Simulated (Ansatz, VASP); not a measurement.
One calculation of InPd, two programs

Contents of INCAR:

```
SYSTEM = InPd
ALGO = Normal ; EDIFF = 1E-7
EDIFFG = -0.01 ; ENCUT = 500
GGA = PE ; GGA_COMPAT = .FALSE.
IBRION = 2 ; ISIF = 3
ISMEAR = 0 ; LASPH = .TRUE.
LCHARG = .FALSE. ; LREAL = .FALSE.
LWAVE = .FALSE. ; NELM = 120
NELMIN = 4 ; NSW = 100
PREC = Accurate ; SIGMA = 0.1
```

KPOINTS

```
k-points
0
G
  16 16 18
  0 0 0
```

Contents of POSCAR:

```
InPd
1.0
    3.3943447755      0.0000000000      0.0000000000
    0.0000000000      3.3943447755      0.0000000000
    0.0000000000      0.0000000000      3.1389383810
In Pd
1 1
Direct
    0.5000000000      0.5000000000      0.0000000000
    0.0000000000      0.0000000000      0.5000000000
```

Input for Ansatz:

```yaml
crystal:
  lattice:
    - [3.3943447755, 0.0, 0.0]
    - [0.0, 3.3943447755, 0.0]
    - [0.0, 0.0, 3.138938381]
  atoms:
    - { symbol: In, position: [0.5, 0.5, 0.0] }
    - { symbol: Pd, position: [0.0, 0.0, 0.5] }
basis:
  ecutwfc: 420
kpoints:
  mp_grid: { grid: [16, 16, 18] }
hamiltonian:
  xc: pbe
scf:
  occupations: { method: gaussian, width: 0.1 }
output:
  forces: true
  stress: true
  eigenvalues: true
  write_density: true
  write_potential: true
  elf: true
  volumetric_format: npy
relax:
  adjacent_minimum: "off"
  f_tol: 0.01
  max_steps: 80
  cell: { stress_tol: 0.05 }
```

Alike in both runs: task relaxation of cell and atoms; functional PBE; k mesh 16 × 16 × 18; occupations gaussian, width 0.1 eV; no spin polarisation.

```csv
,VASP,Ansatz
version,VASP 6.6.1,Ansatz 0.2.0
potentials or method,"VASP PAW PBE potentials, release 64 (In_d, Pd), cutoff 500 eV","scalar-relativistic, plane waves, PAW"
valence electrons in the cell,23,31
```

Ansatz gave:

- gap on the k mesh at the Fermi level, each at its own relaxed structure (eV): none
- relaxed volume (Å³/atom): 18.06
- relaxed cell length with the largest relative difference (Å): 3.309

Q: Estimate VASP's values.

A: gap on the k mesh at the Fermi level, each at its own relaxed structure (eV): none; relaxed volume (Å³/atom): 18.07; relaxed cell length with the largest relative difference (Å): 3.312.

A gap of «none» marks a metal or a gap that the smearing closes. VASP's potentials hold 23 valence electrons a cell and Ansatz's 31, so a difference there can come from the potentials and not from the codes.
